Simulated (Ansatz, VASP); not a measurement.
Two plane-wave programs on CdTe

```xyz
2
Lattice="4.5326 0.0000 0.0000 2.2663 3.9253 0.0000 2.2663 1.3084 3.7008" Properties=species:S:1:pos:R:3 pbc="T T T"
Cd    0.0000    0.0000    0.0000
Te    2.2663    1.3084    0.9252
```

Alike in both runs: task relaxation of cell and atoms; functional revPBE; dispersion D3(BJ); k mesh 5 × 5 × 5; no spin polarisation.

|  | VASP | Ansatz |
| --- | --- | --- |
| version | VASP 6.6.1 | Ansatz 0.2.0 |
| potentials or method | VASP PAW PBE potentials, release 64 (Cd, Te) | plane waves, PAW |
| plane-wave cutoff (eV) | 500 | 420 |
| occupations | gaussian, width 0.01 eV | fixed |
| valence electrons in the cell | 18 | 36 |

```tsv
	VASP	Ansatz	Ansatz less VASP
relaxed volume (Å³/atom)	34.27	34.18	-0.089
relaxed cell length with the largest relative difference (Å)	4.594	4.590	-0.0040
```

VASP's potentials were made for PBE, not for revPBE. VASP's potentials hold 18 valence electrons a cell and Ansatz's 36, so a difference there can come from the potentials and not from the codes.

Neither program's run includes spin-orbit coupling.
